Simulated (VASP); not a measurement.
# Re (Immm) in VASP: single point with r2SCAN

Aim: the single point of Re with r2SCAN.

Program: VASP 6.6.1. These are calculated values, not measurements. Logs are shortened: lines on timing, memory, paths and dates and some standing lists are left out, and cuts for length are marked.

### Step 1. The cell of the first run

It takes space group Immm (No. 71, orthorhombic). Conventional cell: a = 2.769 Å, b = 2.818 Å, c = 3.950 Å, α = 90.00°, β = 90.00°, γ = 90.00°. Within 3.6 Å of Re (site symmetry mmm) lie 12 Re at 2.77 to 2.82 Å.

This isn't the form of Re at room conditions, which is hcp.

### Step 2. Single point, r2SCAN (strain +0.0175 x Voigt [0, 0, 0, 0, 0, 1])

The input, POSCAR:

```
Re
1.0
    0.0172812500      1.9750000000      1.9750000000
    1.9750000000      0.0172812500      1.9750000000
    1.9922812500      1.9922812500      0.0000000000
Re
1
Direct
    0.0000000000      0.0000000000      0.0000000000
```

The input, INCAR.step1:

```
SYSTEM = Re
ALGO = All
EDIFF = 1E-5
ENCUT = 550
GGA = PE
GGA_COMPAT = .FALSE.
ISEARCH = 1
ISMEAR = 0
KPAR = 4
LASPH = .TRUE.
LCHARG = .FALSE.
LREAL = .FALSE.
LWAVE = .TRUE.
NBANDS = 10
NELM = 300
PREC = Accurate
SIGMA = 0.15
```

The input, INCAR.step2:

```
SYSTEM = Re
ALGO = All
EDIFF = 1E-6
ENCUT = 550
GGA_COMPAT = .FALSE.
ISEARCH = 1
ISIF = 2
ISMEAR = 0
ISTART = 1
KPAR = 4
LASPH = .TRUE.
LCHARG = .TRUE.
LMIXTAU = .TRUE.
LREAL = .FALSE.
LVHAR = .TRUE.
LWAVE = .FALSE.
METAGGA = R2SCAN
NBANDS = 10
NELM = 300
PREC = Accurate
SIGMA = 0.15
```

The input, KPOINTS:

```
k-points
0
G
  20 20 20
  0 0 0
```

Potentials or basis: VASP PAW PBE potentials, release 64 (Re).

Command:

```
> cat potpaw_PBE.64/Re/POTCAR > POTCAR
> cp INCAR.step1 INCAR
> mpirun -np 4 vasp_std > vasp.out
> cp INCAR.step2 INCAR
> mpirun -np 4 vasp_std > vasp.out
```

OUTCAR:

```text
SYSTEM = Re
   EDIFF = 1E-6
   ENCUT = 550
   ISIF = 2
   ISMEAR = 0
   ISTART = 1
   LASPH = .TRUE.
   LREAL = .FALSE.
   METAGGA = R2SCAN
   NELM = 300
   PREC = Accurate

 ion  position               nearest neighbor table
   1  0.000  0.000  0.000-

  LATTYP: Found a body centered orthorhombic cell.
 ALAT       =     2.7686324076
 B/A-ratio  =     1.0176544767
 C/A-ratio  =     1.4266971625

  Lattice vectors:

 A1 = (   1.9750000000,   0.0172812500,  -1.9750000000)
 A2 = (  -1.9750000000,  -0.0172812500,  -1.9750000000)
 A3 = (   0.0172812500,   1.9750000000,   1.9750000000)

Analysis of symmetry for initial positions (statically):
=====================================================================
 Subroutine PRICEL returns:
 Original cell was already a primitive cell.

 Routine SETGRP: Setting up the symmetry group for a
 body centered orthorhombic supercell.

 Subroutine GETGRP returns: Found  8 space group operations
 (whereof  8 operations were pure point group operations)
 out of a pool of  8 trial point group operations.

The static configuration has the point symmetry D_2h.

Analysis of symmetry for dynamics (positions and initial velocities):
=====================================================================
 Subroutine PRICEL returns:
 Original cell was already a primitive cell.

 Routine SETGRP: Setting up the symmetry group for a
 body centered orthorhombic supercell.

 Subroutine GETGRP returns: Found  8 space group operations
 (whereof  8 operations were pure point group operations)
 out of a pool of  8 trial point group operations.

The dynamic configuration has the point symmetry D_2h.

 Subroutine INISYM returns: Found  8 space group operations
 (whereof  8 operations are pure point group operations),
 and found     1 'primitive' translations

----------------------------------------------------------------------------------------

                                     Primitive cell

  volume of cell :      15.4063

  direct lattice vectors                    reciprocal lattice vectors
     0.017281250  1.975000000  1.975000000    -0.255399301  0.255399301  0.253164557
     1.975000000  0.017281250  1.975000000     0.255399301 -0.255399301  0.253164557
     1.992281250  1.992281250  0.000000000     0.250968582  0.250968582 -0.253164557

  length of vectors
     2.793125246  2.793125246  2.817511164     0.441078109  0.441078109  0.435961869

  position of ions in fractional coordinates (direct lattice)
     0.000000000  0.000000000  0.000000000

  ion indices of the primitive-cell ions
   primitive index   ion index
                 1           1

----------------------------------------------------------------------------------------

 KPOINTS: k-points

Automatic generation of k-mesh.
 Grid dimensions read from file:
 generate k-points for:   20   20   20

 Generating k-lattice:

  Cartesian coordinates                     Fractional coordinates (reciprocal lattice)
    -0.012769965  0.012769965  0.012658228     0.050000000 -0.000000000  0.000000000
     0.012769965 -0.012769965  0.012658228    -0.000000000  0.050000000  0.000000000
     0.012548429  0.012548429 -0.012658228     0.000000000  0.000000000  0.050000000

  Length of vectors
     0.022053905  0.022053905  0.021798093

  Shift w.r.t. Gamma in fractional coordinates (k-lattice)
     0.000000000  0.000000000  0.000000000

 Subroutine IBZKPT returns following result:
 ===========================================

 Found   1166 irreducible k-points:

 Following reciprocal coordinates:
            Coordinates               Weight
  0.000000  0.000000  0.000000      1.000000
  0.050000 -0.000000  0.000000      4.000000
  0.100000  0.000000  0.000000      4.000000
  0.150000  0.000000  0.000000      4.000000
  0.200000  0.000000  0.000000      4.000000
  0.250000 -0.000000  0.000000      4.000000
[... 16 lines left out ...]
 -0.400000  0.050000  0.000000      4.000000
 -0.350000  0.050000  0.000000      4.000000
 [... further k-points ...]
   k-points           NKPTS =   1166   k-points in BZ     NKDIM =   1166   number of bands    NBANDS=     10
   number of dos      NEDOS =    301   number of ions     NIONS =      1
   total plane-waves  NPLWV =  13824
   dimension x,y,z NGX =    24 NGY =   24 NGZ =   24
   dimension x,y,z NGXF=    48 NGYF=   48 NGZF=   48
   ions per type =               1
   NGX,Y,Z   is equivalent  to a cutoff of  14.28, 14.28, 14.16 a.u.
   NGXF,Y,Z  is equivalent  to a cutoff of  28.57, 28.57, 28.32 a.u.
 SYSTEM =  Re
   PREC   = accura    normal or accurate (medium, high low for compatibility)
   ISTART =      1    job   : 0-new  1-cont  2-samecut
   ICHARG =      0    charge: 1-file 2-atom 10-const
   ISPIN  =      1    spin polarized calculation?
   LNONCOLLINEAR =      F non collinear calculations
   LSORBIT =      F    spin-orbit coupling
   LASPH  =      T    aspherical Exc in radial PAW
   ENCUT  =  550.0 eV  40.42 Ry    6.36 a.u.   5.34  5.34  5.39*2*pi/ulx,y,z
   NELM   =    300;   NELMIN=  2; NELMDL=  0     # of ELM steps
   EDIFF  = 0.1E-05   stopping-criterion for ELM
   LREAL  =      F    real-space projection
   EDIFFG = 0.1E-04   stopping-criterion for IOM
   NSW    =      0    number of steps for IOM
   IBRION =     -1    ionic relax: 0-MD 1-quasi-New 2-CG
   NFREE  =      0    steps in history (QN), initial steepest desc. (CG)
   ISIF   =      2    stress and relaxation
   ISYM   =      2    0-nonsym 1-usesym 2-fastsym
   POTIM  = 0.5000    time-step for ionic-motion
   TEBEG  =    0.0;   TEEND  =   0.0 temperature during run
   PSTRESS=    0.0 pullay stress
   NELECT =       7.0000    total number of electrons
   NUPDOWN=      -1.0000    fix difference up-down
   EMIN   =  10.00;   EMAX   =-10.00  energy-range for DOS
   EFERMI =   0.00;   METHOD = LEGACY
   ISMEAR =     0;   SIGMA  =   0.15  broadening in eV -4-tet -1-fermi 0-gaus
   EFERMI_NEDOS =   21; number of points for ismear=-14 and -15
   IALGO  =     58    algorithm
   IMIX   =      4    mixing-type and parameters
     AMIX     =   0.40;   BMIX     =  1.00
     AMIX_MAG =   1.60;   BMIX_MAG =  1.00
  volume/ion in A,a.u.               =      15.41       103.97
  Fermi-wavevector in a.u.,A,eV,Ry     =   1.258563  2.378338 21.551355  1.583980
  Thomas-Fermi vector in A             =   2.392166
   LORBIT       =      0    0 simple, 1 ext, 2 COOP (PROOUT), +10 PAW based schemes
   METAGGA = R2SCAN    functional components
   LHFCALC =     F    Hartree Fock is set to
   AEXX    =    0.0000 exact exchange contribution
   IVDW    =     0    specifies the selected vdW correction
   LEPSILON=     F    determine dielectric tensor
   LRPA    =     F    only Hartree local field effects (RPA)
 non-spin polarized calculation
 Gauss-broadening in eV      SIGMA  =   0.15
  energy-cutoff  :      550.00
  volume of cell :       15.41
 maximum number of plane-waves:       469
 NGX is ok and might be reduce to    24
   NGX = 11   NGY = 11   NGZ = 11

 number of electron       7.0000000 magnetization

 Free energy of the ion-electron system (eV)
  ---------------------------------------------------
  ext. energy  EPLUGINS =         0.00000000
  ---------------------------------------------------
  free energy    TOTEN  =       -52.36126143 eV

  energy without entropy =      -52.35229410  energy(sigma->0) =      -52.35677777

 E-fermi :   7.4455     XC(G=0): -14.7092

 val. band max:        7.4462350576   @ k =  -0.3500   0.1500   0.3000
 cond. band min:       7.4481261235   @ k =  -0.2000   0.0000   0.2000
 fundamental gap:      0.0018910659
 Fermi energy:         7.4455308394

 k-point     1 :       0.0000    0.0000    0.0000
  band No.  band energies     occupation
      1      -2.8992      2.00000
      2       5.3554      2.00000
      3       5.5093      2.00000
      4       5.6850      2.00000
      5       8.7079      0.00000
      6       8.7086      0.00000
      7      21.8807      0.00000
      8      27.4532      0.00000
      9      27.7241      0.00000
     10      27.9942      0.00000

 k-point     2 :       0.0500   -0.0000    0.0000
  band No.  band energies     occupation
      1      -2.7813      2.00000
      2       5.4110      2.00000
      3       5.4964      2.00000
      4       5.6733      2.00000
      5       8.6594      0.00000
      6       8.6620      0.00000
      7      22.1109      0.00000
      8      27.1889      0.00000
      9      27.6677      0.00000
     10      28.0358      0.00000

 k-point     3 :       0.1000    0.0000    0.0000
  band No.  band energies     occupation
      1      -2.4375      2.00000
      2       5.3085      2.00000
      3       5.5619      2.00000
      4       5.7993      2.00000
      5       8.5410      0.00000
      6       8.5483      0.00000
      7      22.7483      0.00000
      8      25.8904      0.00000
      9      28.2939      0.00000
     10      28.6300      0.00000

 k-point     4 :       0.1500    0.0000    0.0000
  band No.  band energies     occupation
      1      -1.8989      2.00000
      2       5.0236      2.00000
      3       5.7534      2.00000
      4       6.0028      2.00000
      5       8.4345      0.00000
      6       8.4491      0.00000
      7      23.4958      0.00000
      8      24.7406      0.00000
      9      29.2855      0.00000
     10      29.5895      0.00000

 k-point     5 :       0.2000    0.0000    0.0000
  band No.  band energies     occupation
      1      -1.2277      2.00000
      2       4.7743      2.00000
      3       5.8870      2.00000
      4       6.1488      2.00000
      5       8.4683      0.00000
      6       8.4995      0.00000
      7      22.9338      0.00000
      8      25.0536      0.00000
      9      30.5661      0.00000
     10      30.8348      0.00000

 k-point     6 :       0.2500   -0.0000    0.0000
  band No.  band energies     occupation
      1      -0.5311      2.00000
      2       4.6968      2.00000
      3       5.8748      2.00000
      4       6.1367      2.00000
      5       8.7474      0.00000
      6       8.8112      0.00000
      7      21.8294      0.00000
      8      25.4965      0.00000
      9      32.0719      0.00000
     10      32.3662      0.00000
[... 183 lines left out ...]
 k-point    21 :       0.5000    0.0500    0.0000
  band No.  band energies     occupation
      1       0.6535      2.00000
      2       5.3181      2.00000
      3       5.3385      2.00000
      4       7.2873      1.86761
      5      11.0494      0.00000
      6      11.4498      0.00000
      7      17.3121      0.00000
      8      21.5611      0.00000
      9      27.6346      0.00000
     10      28.0314      0.00000

 k-point    22 :      -0.4500    0.0500    0.0000
  band No.  band energies     occupation
      1       0.6544      2.00000
      2       5.3167      2.00000
      3       5.3711      2.00000
      4       7.1738      1.98995
      5      10.8349      0.00000
      6      11.5562      0.00000
      7      17.4582      0.00000
      8      21.6222      0.00000
      9      27.8413      0.00000
     10      28.0301      0.00000

 k-point    23 :      -0.4000    0.0500    0.0000
  band No.  band energies     occupation
      1       0.6396      2.00000
      2       5.3954      2.00000
      3       5.4838      2.00000
      4       6.5211      2.00000
      5      10.3506      0.00000
      6      11.2885      0.00000
      7      18.3113      0.00000
      8      22.1127      0.00000
      9      28.2775      0.00000
     10      29.0291      0.00000

 k-point    24 :      -0.3500    0.0500    0.0000
  band No.  band energies     occupation
      1       0.5518      2.00000
      2       5.5447      2.00000
      3       5.6506      2.00000
      4       5.6828      2.00000
      5       9.7063      0.00000
      6      10.7584      0.00000
      7      19.4426      0.00000
      8      23.0898      0.00000
      9      29.2245      0.00000
     10      30.5303      0.00000

 [... further k-points ...]

------------------------ aborting loop because EDIFF is reached ----------------------------------------

  FORCE on cell =-STRESS in cart. coord.  units (eV):
  Direction    XX          YY          ZZ          XY          YZ          ZX
  --------------------------------------------------------------------------------------
  -------------------------------------------------------------------------------------
  Total       -1.4885510     -1.4885510     -1.5015857     -0.3523773      0.0000000      0.0000000
  in kB     -154.8018894   -154.8018894   -156.1574316    -36.6454863      0.0000000      0.0000000
  external PRESSURE =    -155.2537368 kB  Pullay stress =       0.0000000 kB

 VOLUME and BASIS-vectors are now :
 -----------------------------------------------------------------------------
  energy-cutoff  :      550.00
  volume of cell :       15.41
      direct lattice vectors                 reciprocal lattice vectors
     0.017281250  1.975000000  1.975000000    -0.255399301  0.255399301  0.253164557
     1.975000000  0.017281250  1.975000000     0.255399301 -0.255399301  0.253164557
     1.992281250  1.992281250  0.000000000     0.250968582  0.250968582 -0.253164557

 POSITION                                       TOTAL-FORCE (eV/Angst)
 -----------------------------------------------------------------------------------
      0.00000      0.00000      0.00000         0.000000      0.000000      0.000000
 -----------------------------------------------------------------------------------
    total drift:                               -0.000000      0.000000     -0.000000

  FREE ENERGIE OF THE ION-ELECTRON SYSTEM (eV)
  ---------------------------------------------------
  free  energy   TOTEN  =       -52.3612614272 eV

  energy  without entropy=      -52.3522934150  energy(sigma->0) =      -52.35677742
```

Run time: 2.1 min. Hardware: 4 MPI ranks of Intel Xeon 6975P-C (Granite Rapids), shared host; peak memory 0.48 GiB.

What came out:

```
Free energy            : -52.3613 eV
Pressure               : -15.5 GPa
Band gap on the k mesh : zero (an odd number of electrons rules out a gap without spin polarisation)
```

Caveat: the cell differs from its parent crystal (strain +0.0175 x Voigt [0, 0, 0, 0, 0, 1]); the cell stands under tension; the PAW data sets were made with another functional, which shifts forces and pressure a little; spin-orbit coupling is left out, which moves the levels of the heavy elements.
